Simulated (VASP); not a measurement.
# HBr (Fmmm) in VASP: further runs

HBr is run at these levels: r2SCAN; tasks: single point.

Everything below comes from runs of VASP 6.6.1. Logs are shortened: lines on timing, memory, paths and dates and some standing lists are left out, and cuts for length are marked.

## 1. The cell of the first run

The typed cell holds 8 atoms: a = 3.337 Å, b = 7.594 Å, c = 7.606 Å, α = 90.00°, β = 90.00°, γ = 90.00°.

## 2. Single point, r2SCAN

The input, POSCAR:

```
HBr
1.0
    3.3371903096      0.0000000000      0.0000000000
    0.0000000000      7.5944054978      0.0000000000
    0.0000000000      0.0000000000      7.6061726212
H Br
4 4
Direct
    0.0000000000      0.0000000000      0.0000000000
    0.0000000000      0.5000000000      0.5000000000
    0.5000000000      0.0000000000      0.5000000000
    0.5000000000      0.5000000000      0.0000000000
    0.5000000000      0.0000000000      0.0000000000
    0.5000000000      0.5000000000      0.5000000000
    0.0000000000      0.0000000000      0.5000000000
    0.0000000000      0.5000000000      0.0000000000
```

The input, INCAR.step1:

```
SYSTEM = HBr
  PREC = Accurate
  ENCUT = 520
  ISMEAR = 0
  SIGMA = 0.02
  LREAL = .FALSE.
  LASPH = .TRUE.
  NELM = 100
  NBANDS = 26
  GGA = PE
  ALGO = Normal
  EDIFF = 1E-4
  LWAVE = .TRUE.
  LCHARG = .FALSE.
```

The input, INCAR.step2:

```
SYSTEM = HBr
  PREC = Accurate
  ENCUT = 520
  EDIFF = 1E-6
  ISMEAR = 0
  SIGMA = 0.02
  LREAL = .FALSE.
  LASPH = .TRUE.
  NELM = 100
  ALGO = Normal
  ISIF = 2
  LWAVE = .FALSE.
  LCHARG = .TRUE.
  METAGGA = R2SCAN
  LMIXTAU = .TRUE.
  LELF = .TRUE.
  LVHAR = .TRUE.
  NBANDS = 26
  ISTART = 1
```

The input, KPOINTS:

```
Automatic mesh
0
G
  8 4 4
  0 0 0
```

Potentials or basis: VASP PAW PBE potentials, release 64 (H, Br).

Started as:

```console
$ cat potpaw_PBE.64/H/POTCAR potpaw_PBE.64/Br/POTCAR > POTCAR
$ cp INCAR.step1 INCAR
$ mpirun -np 1 vasp_std > vasp.out
$ cp INCAR.step2 INCAR
$ mpirun -np 1 vasp_std > vasp.out
```

OUTCAR:

```text
SYSTEM = HBr
   PREC = Accurate
   ENCUT = 520
   EDIFF = 1E-6
   ISMEAR = 0
   LREAL = .FALSE.
   LASPH = .TRUE.
   NELM = 100
   ISIF = 2
   METAGGA = R2SCAN
   ISTART = 1

 ion  position               nearest neighbor table
   1  0.000  0.000  0.000-   5 1.67   5 1.67
   2  0.000  0.500  0.500-   6 1.67   6 1.67
   3  0.500  0.000  0.500-   7 1.67   7 1.67
   4  0.500  0.500  0.000-   8 1.67   8 1.67
   5  0.500  0.000  0.000-   1 1.67   1 1.67
   6  0.500  0.500  0.500-   2 1.67   2 1.67
   7  0.000  0.000  0.500-   3 1.67   3 1.67
   8  0.000  0.500  0.000-   4 1.67   4 1.67

  LATTYP: Found a simple orthorhombic cell.
 ALAT       =     3.3371903096
 B/A-ratio  =     2.2756884664
 C/A-ratio  =     2.2792145235

  Lattice vectors:

 A1 = (   3.3371903096,   0.0000000000,   0.0000000000)
 A2 = (   0.0000000000,   7.5944054978,   0.0000000000)
 A3 = (   0.0000000000,   0.0000000000,   7.6061726212)

Analysis of symmetry for initial positions (statically):
=====================================================================
 Subroutine PRICEL returns following result:

  LATTYP: Found a face centered orthorhombic cell.
 ALAT       =     3.3371903096
 B/A-ratio  =     2.2756884664
 C/A-ratio  =     2.2792145235

  Lattice vectors:

 A1 = (  -0.0000000000,  -3.7972027489,  -3.8030863106)
 A2 = (   1.6685951548,   0.0000000000,  -3.8030863106)
 A3 = (   1.6685951548,  -3.7972027489,   0.0000000000)

   4 primitive cells build up your supercell.

 Routine SETGRP: Setting up the symmetry group for a
 simple orthorhombic supercell.

 Subroutine GETGRP returns: Found  8 space group operations
 (whereof  8 operations were pure point group operations)
 out of a pool of  8 trial point group operations.

The static configuration has the point symmetry D_2h.

Analysis of symmetry for dynamics (positions and initial velocities):
=====================================================================
 Subroutine PRICEL returns following result:

  LATTYP: Found a face centered orthorhombic cell.
 ALAT       =     3.3371903096
 B/A-ratio  =     2.2756884664
 C/A-ratio  =     2.2792145235

  Lattice vectors:

 A1 = (  -0.0000000000,  -3.7972027489,  -3.8030863106)
 A2 = (   1.6685951548,   0.0000000000,  -3.8030863106)
 A3 = (   1.6685951548,  -3.7972027489,   0.0000000000)

[... 106 lines left out ...]
   LASPH  =      T    aspherical Exc in radial PAW
   ENCUT  =  520.0 eV  38.22 Ry    6.18 a.u.   6.20 14.12 14.14*2*pi/ulx,y,z
   NELM   =    100;   NELMIN=  2; NELMDL=  0     # of ELM steps
   EDIFF  = 0.1E-05   stopping-criterion for ELM
   LREAL  =      F    real-space projection
   EDIFFG = 0.1E-04   stopping-criterion for IOM
   NSW    =      0    number of steps for IOM
   IBRION =     -1    ionic relax: 0-MD 1-quasi-New 2-CG
   NFREE  =      0    steps in history (QN), initial steepest desc. (CG)
   ISIF   =      2    stress and relaxation
   ISYM   =      2    0-nonsym 1-usesym 2-fastsym
   POTIM  = 0.5000    time-step for ionic-motion
   TEBEG  =    0.0;   TEEND  =   0.0 temperature during run
   PSTRESS=    0.0 pullay stress
   NELECT =      32.0000    total number of electrons
   NUPDOWN=      -1.0000    fix difference up-down
   EMIN   =  10.00;   EMAX   =-10.00  energy-range for DOS
   EFERMI =   0.00;   METHOD = LEGACY
   ISMEAR =     0;   SIGMA  =   0.02  broadening in eV -4-tet -1-fermi 0-gaus
   EFERMI_NEDOS =   21; number of points for ismear=-14 and -15
   IALGO  =     38    algorithm
   IMIX   =      4    mixing-type and parameters
     AMIX     =   0.40;   BMIX     =  1.00
     AMIX_MAG =   1.60;   BMIX_MAG =  1.00
  volume/ion in A,a.u.               =      24.10       162.61
  Fermi-wavevector in a.u.,A,eV,Ry     =   0.899728  1.700239 11.014056  0.809510
  Thomas-Fermi vector in A             =   2.022598
   LORBIT       =      0    0 simple, 1 ext, 2 COOP (PROOUT), +10 PAW based schemes
   METAGGA = R2SCAN    functional components
   LHFCALC =     F    Hartree Fock is set to
   AEXX    =    0.0000 exact exchange contribution
   IVDW    =     0    specifies the selected vdW correction
   LEPSILON=     F    determine dielectric tensor
   LRPA    =     F    only Hartree local field effects (RPA)
 non-spin polarized calculation
 Gauss-broadening in eV      SIGMA  =   0.02
  energy-cutoff  :      520.00
  volume of cell :      192.77
 maximum number of plane-waves:      5232
 NGX is ok and might be reduce to    28
   NGX = 13   NGY = 29   NGZ = 29

 number of electron      31.9999997 magnetization

 Free energy of the ion-electron system (eV)
  ---------------------------------------------------
  ext. energy  EPLUGINS =         0.00000000
  ---------------------------------------------------
  free energy    TOTEN  =       -66.31303695 eV

  energy without entropy =      -66.31303695  energy(sigma->0) =      -66.31303695

 E-fermi :  -2.7568     XC(G=0):  -7.2606

 val. band max:       -2.8955422914   @ k =   0.2500   0.0000   0.0000
 cond. band min:      -1.1979707839   @ k =   0.0000   0.0000   0.0000
 fundamental gap:      1.6975715075
 Fermi energy:        -2.7568166172

 k-point     1 :       0.0000    0.0000    0.0000
  band No.  band energies     occupation
      1     -17.7468      2.00000
      2     -17.6083      2.00000
      3     -17.6065      2.00000
      4     -17.4788      2.00000
      5      -4.7564      2.00000
      6      -4.7530      2.00000
[... 685 lines left out ...]
     25       7.8725      0.00000
     26       7.9092      0.00000

 [... further k-points ...]
[... 5 lines left out ...]
  --------------------------------------------------------------------------------------
  -------------------------------------------------------------------------------------
  Total        0.0251156     -0.0360423     -0.0513654      0.0000000      0.0000000      0.0000000
  in kB        0.2087432     -0.2995592     -0.4269136      0.0000000      0.0000000      0.0000000
  external PRESSURE =      -0.1725765 kB  Pullay stress =       0.0000000 kB

 VOLUME and BASIS-vectors are now :
 -----------------------------------------------------------------------------
  energy-cutoff  :      520.00
  volume of cell :      192.77
      direct lattice vectors                 reciprocal lattice vectors
     3.337190310  0.000000000  0.000000000     0.299653273  0.000000000  0.000000000
     0.000000000  7.594405498  0.000000000     0.000000000  0.131675876  0.000000000
     0.000000000  0.000000000  7.606172621     0.000000000  0.000000000  0.131472167

 POSITION                                       TOTAL-FORCE (eV/Angst)
 -----------------------------------------------------------------------------------
      0.00000      0.00000      0.00000        -0.000000     -0.000000     -0.000000
      0.00000      3.79720      3.80309        -0.000000     -0.000000     -0.000000
      1.66860      0.00000      3.80309        -0.000000     -0.000000     -0.000000
      1.66860      3.79720      0.00000         0.000000     -0.000000     -0.000000
      1.66860      0.00000      0.00000         0.000000      0.000000      0.000000
      1.66860      3.79720      3.80309         0.000000      0.000000     -0.000000
      0.00000      0.00000      3.80309        -0.000000      0.000000      0.000000
      0.00000      3.79720      0.00000        -0.000000      0.000000      0.000000
 -----------------------------------------------------------------------------------
    total drift:                                0.000000      0.000000     -0.000000

  FREE ENERGIE OF THE ION-ELECTRON SYSTEM (eV)
  ---------------------------------------------------
  free  energy   TOTEN  =       -66.3130369485 eV

  energy  without entropy=      -66.3130369485  energy(sigma->0) =      -66.31303695
```

OSZICAR.step1:

```text
N       E                     dE             d eps       ncg     rms          rms(c)
DAV:   1     0.194552975956E+03    0.19455E+03   -0.11978E+04  2340   0.985E+02
DAV:   2    -0.612769157401E+00   -0.19517E+03   -0.18455E+03  3310   0.180E+02
DAV:   3    -0.193432360767E+02   -0.18730E+02   -0.18575E+02  2950   0.609E+01
DAV:   4    -0.195977673238E+02   -0.25453E+00   -0.25432E+00  2814   0.843E+00
DAV:   5    -0.196008684097E+02   -0.31011E-02   -0.31005E-02  2828   0.932E-01    0.789E+00
DAV:   6    -0.194879633781E+02    0.11291E+00   -0.15118E-01  2642   0.175E+00    0.500E+00
DAV:   7    -0.194911090296E+02   -0.31457E-02   -0.19577E-01  2596   0.208E+00    0.473E-01
DAV:   8    -0.194879674648E+02    0.31416E-02   -0.20327E-02  2544   0.695E-01    0.257E-01
DAV:   9    -0.194883301000E+02   -0.36264E-03   -0.74434E-04  2684   0.134E-01    0.109E-01
DAV:  10    -0.194886296675E+02   -0.29957E-03   -0.19703E-04  1970   0.772E-02    0.413E-02
DAV:  11    -0.194886569421E+02   -0.27275E-04   -0.27099E-05  1424   0.280E-02
   1 F= -.19488657E+02 E0= -.19488657E+02  d E =-.794580E-15
```

Wall time 5.9 min (1 thread of Intel Xeon 6975P-C (Granite Rapids), shared host); peak memory 0.43 GiB.

Results:

```
Free energy            : -66.3130 eV
Pressure               : 0.0 GPa
Band gap on the k mesh : 1.70 eV
```

Caveat: the PAW data sets were made with another functional, which shifts forces and pressure a little. r2SCAN opens gaps a little over a GGA but as a rule still falls short of measured ones.

(Part 1 of 2 ends here.)
